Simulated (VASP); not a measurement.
SeBrF: single point with PBE

System: SeBrF.

```xyz
6
Lattice="5.6293 -0.0848 0.0901 -0.1904 4.4732 0.2369 0.1697 0.0641 5.1398" Properties=species:S:1:pos:R:3 pbc="T T T"
Se    2.9658    0.5516    1.6437
Se    0.6550    2.5041    3.1865
Br    3.9069    4.0811    4.3130
Br    0.2257    0.3160    1.0153
F     2.0359    2.6902    0.5951
F     4.4663    1.8789    5.0789
```

```
Program                 : VASP 6.6.1
Task                    : single point
Functional              : PBE
Potentials or basis     : VASP PAW PBE potentials, release 64 (Se, Br, F)
Cutoff                  : 520 eV
k mesh                  : 3 × 4 × 4, shifted
Occupations             : fermi-dirac, width 0.1 eV
Spin                    : no spin polarisation
Dipole correction       : no
k mesh for the DOS      : 5 × 6 × 6
Occupations for the DOS : tetrahedron
Further INCAR settings  : ALGO = Normal; EDIFF = 1e-06
```

* Valence electrons inside the program's atomic spheres: Se 3.45, 3.48; Br 4.65, 4.67; F 5.98, 5.97

Levels at points of the mesh, in eV from the Fermi level:
| k point | band 17 | band 18 | band 19 | band 20 | band 21 | band 22 | band 23 | band 24 |
| --- | --- | --- | --- | --- | --- | --- | --- | --- |
| (0.00, 0.00, 0.00) | -1.34 | -0.86 | -0.46 | -0.11 | 0.20 | 0.41 | 1.20 | 2.02 |
| (0.00, 0.50, 0.00) | -1.60 | -1.14 | -0.76 | -0.16 | 0.11 | 0.13 | 0.96 | 1.89 |
| (0.00, 0.00, 0.50) | -1.46 | -0.68 | -0.45 | -0.28 | -0.07 | 0.25 | 0.93 | 1.59 |
| (0.00, 0.50, 0.50) | -1.25 | -0.79 | -0.57 | 0.14 | 0.44 | 0.80 | 1.03 | 1.72 |

It took 3.7 min on 1 thread of Oxide Virtual Turin-like Processor (shared host), peak memory 0.37 GiB.

Caveat: the k points lie up to 0.37 Å⁻¹ apart.
